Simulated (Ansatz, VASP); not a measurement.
# PbSe: VASP beside Ansatz

```xyz
2
Lattice="0.0000 3.0908 3.0908 3.0908 0.0000 3.0908 3.0908 3.0908 0.0000" Properties=species:S:1:pos:R:3 pbc="T T T"
Pb    0.0000    0.0000    0.0000
Se    3.0908    3.0908    3.0908
```

Alike in both runs: task single point; functional PBE; k mesh 6 × 6 × 6; occupations gaussian, width 0.1 eV; no spin polarisation.

|  | VASP | Ansatz |
| --- | --- | --- |
| version | VASP 6.6.1 | Ansatz 0.2.0 |
| potentials or method | VASP PAW PBE potentials, release 64 (Pb_d, Se), cutoff 500 eV | scalar-relativistic, plane waves, PAW |
| valence electrons in the cell | 20 | 30 |

```csv
,VASP,Ansatz,Ansatz less VASP
gap on the k mesh at the Fermi level (eV),0.39,0.38,-0.005
least direct gap on the mesh (eV),0.39,0.38,-0.005
pressure (GPa),0.8,0.8,+0.02
```

VASP's potentials hold 20 valence electrons a cell and Ansatz's 30, so a difference there can come from the potentials and not from the codes.

Spin-orbit coupling is off throughout.
